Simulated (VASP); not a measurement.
Set up this calculation in VASP 6.6.1, as the native input.

```yaml
Task: single point
Functional: PBE
Potentials_or_basis: VASP PAW PBE potentials, release 64 (Si)
Cutoff: 520 eV
k_mesh: 9 × 9 × 1
Occupations: gaussian, width 0.05 eV
Spin: no spin polarisation
Dipole_correction: no
Further_INCAR_settings: ALGO = Normal; EDIFF = 1e-07; NBANDS = 31
```

The structure of Si lies in POSCAR:

```
Si
1.0
    3.8512806261      0.0000000000      0.0000000000
   -1.9256403131      3.3353068593      0.0000000000
    0.0000000000      0.0000000000     28.5311591833
Si
10
Direct
    0.3333333333      0.6666666667      0.2628704972
    0.6666666667      0.3333333333      0.2909490525
    0.6666666667      0.3333333333      0.3744156098
    0.3333333333      0.6666666667      0.4024941651
    0.3333333333      0.6666666667      0.4859607223
    0.6666666667      0.3333333333      0.5140392777
    0.6666666667      0.3333333333      0.5975058349
    0.3333333333      0.6666666667      0.6255843902
    0.3333333333      0.6666666667      0.7090509475
    0.6666666667      0.3333333333      0.7371295028
```

One way to write it, as run:

INCAR

```
PREC = Accurate
ENCUT = 520
EDIFF = 1E-7
ISMEAR = 0
SIGMA = 0.05
LREAL = F
LASPH = T
NELM = 100
ALGO = Normal
ISIF = 2
LWAVE = F
LCHARG = F
GGA = PE
NBANDS = 31
```

KPOINTS

```
regular mesh
0
Gamma
  9 9 1
```

Potentials or basis: VASP PAW PBE potentials, release 64 (Si).

The run is started by

```console
$ cat potpaw_PBE.64/Si/POTCAR > POTCAR
$ mpirun -np 1 vasp_std > vasp.out
```

It gave:

```yaml
Largest_force: 0.705 eV/Å
Band_gap_on_the_k_mesh: zero (bands 20 and 21 overlap by 0.33 eV)
```

Wall time 8.2 min on 1 thread of Intel Xeon 8259CL (shared host), peak memory 0.46 GiB.
